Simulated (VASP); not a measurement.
Wanted: the native input for a VASP 6.6.1 run.

| Property | Result |
| --- | --- |
| Task | electric field gradients |
| Functional | PBEsol |
| Potentials or basis | VASP PAW PBE potentials, release 64 (B, N) |
| Cutoff | 520 eV |
| k mesh | 11 × 11 × 4 |
| Occupations | fermi-dirac, width 0.02 eV |
| Spin | no spin polarisation |
| Dipole correction | no |
| Further INCAR settings | ALGO = Normal; EDIFF = 1e-08; NBANDS = 16 |

The structure of BN lies in POSCAR:

```
BN
1.0
    2.4528754899      0.0000000000      0.0000000000
   -1.2264377450      2.1242524866      0.0000000000
    0.0000000000      0.0000000000      6.5252189874
B N
2 2
Direct
    0.3333333333      0.6666666667      0.2500000000
    0.6666666667      0.3333333333      0.7500000000
    0.3333333333      0.6666666667      0.7500000000
    0.6666666667      0.3333333333      0.2500000000
```

This cell differs from its parent crystal: volume scaled by 0.94.

One way to write it, as run:

INCAR

```
SYSTEM = BN
PREC = Accurate ; ENCUT = 520
EDIFF = 1E-8 ; ISMEAR = -1
SIGMA = 0.02 ; LREAL = .FALSE.
LASPH = .TRUE. ; NELM = 100
ALGO = Normal ; ISIF = 2
LWAVE = .FALSE. ; LCHARG = .FALSE.
GGA = PS ; LEFG = .TRUE.
NBANDS = 16
```

KPOINTS

```
regular mesh
0
G
  11 11 4
  0 0 0
```

Potentials or basis: VASP PAW PBE potentials, release 64 (B, N).

The run is started by

```console
$ cat potpaw_PBE.64/B/POTCAR potpaw_PBE.64/N/POTCAR > POTCAR
$ mpirun -np 1 vasp_std > vasp.out
```

It gave:

| Property | Result |
| --- | --- |
| Pressure | 17.6 GPa |
| Band gap on the k mesh | 4.30 eV, indirect (least direct gap 4.70 eV) |

Caveat: without QUAD_EFG the Cq values of the log hold for a quadrupole moment of 1 mb, not for the nuclei; the PAW data sets were made with another functional, which shifts forces and pressure a little; this functional lacks dispersion, which binds the layers, so the pressure and a relaxed spacing across them are unreliable.

Wall time 21 s on 1 thread of Intel(R) Xeon(R) Platinum 8259CL CPU @ 2.50GHz (Skylake/Cascade Lake), on a shared host, peak memory 0.15 GiB.
